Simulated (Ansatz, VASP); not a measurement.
One calculation of GeMo, two programs

Contents of POSCAR:

```
GeMo
1.0
    0.0000000000      2.5572126381      2.5572126381
    2.5572126381      0.0000000000      2.5572126381
    2.5572126381      2.5572126381      0.0000000000
Mo Ge
1 1
Direct
    0.0000000000      0.0000000000      0.0000000000
    0.5000000000      0.5000000000      0.5000000000
```

Contents of INCAR.step1:

```
SYSTEM = GeMo
PREC = Accurate ; ENCUT = 520
ISMEAR = -1 ; SIGMA = 0.08
LREAL = .False. ; LASPH = .True.
NELM = 100 ; NBANDS = 21
GGA = PE ; ALGO = Normal
EDIFF = 1E-4 ; LWAVE = .True.
LCHARG = .False.
```

Contents of INCAR.step2:

```
SYSTEM = GeMo
PREC = Accurate ; ENCUT = 520
EDIFF = 1E-6 ; ISMEAR = -1
SIGMA = 0.08 ; LREAL = .False.
LASPH = .True. ; NELM = 100
ALGO = Normal ; ISIF = 2
LWAVE = .False. ; LCHARG = .False.
METAGGA = R2SCAN ; LMIXTAU = .True.
NBANDS = 21 ; ISTART = 1
```

KPOINTS

```
regular mesh
0
Gamma
  14 14 14
  0 0 0
```

Input for Ansatz:

```yaml
crystal:
  lattice:
    - [0.0, 2.5572126381, 2.5572126381]
    - [2.5572126381, 0.0, 2.5572126381]
    - [2.5572126381, 2.5572126381, 0.0]
  atoms:
    - { symbol: Mo, position: [0.0, 0.0, 0.0] }
    - { symbol: Ge, position: [0.5, 0.5, 0.5] }
kpoints:
  mp_grid: { grid: [14, 14, 14] }
  band_path:
    path:
      - [0.0, 0.0, 0.0]
      - [0.5, 0.0, 0.5]
      - [0.625, 0.25, 0.625]
      - [0.375, 0.375, 0.75]
      - [0.0, 0.0, 0.0]
      - [0.5, 0.5, 0.5]
      - [0.5, 0.25, 0.75]
      - [0.5, 0.0, 0.5]
    npoints: 8
scf:
  occupations: { method: fermi_dirac, width: 0.08 }
hamiltonian:
  xc: r2scan
  pseudopotentials: { kind: paw }
output:
  forces: true
  stress: true
  eigenvalues: true
  populations: true
  dos: { projected: true, de: 0.2, e_range: [-14, 8] }
  write_density: true
  write_potential: true
  elf: true
  volumetric_format: npy
```

Change from the starting cell: volume scaled by 1, PAW files.

Alike in both runs: task single point; functional r2SCAN; k mesh 14 × 14 × 14; occupations fermi-dirac, width 0.08 eV; no spin polarisation.

```csv
,VASP,Ansatz
version,VASP 6.6.1,Ansatz 0.2.0
potentials or method,"VASP PAW PBE potentials, release 64 (Mo_sv, Ge_d)","PAW with Ansatz's default frozen-core files, scalar-relativistic"
plane-wave cutoff (eV),520,500
valence electrons in the cell,28,28
```

Ansatz gave:

```
pressure (GPa) : 0.0
```

Question: Which values does VASP return?

Answer: Pressure (GPa): 0.2.

VASP's potentials were made for PBE, not for r2SCAN. With one functional, cell and mesh, what is left measures potentials, basis and numerics.
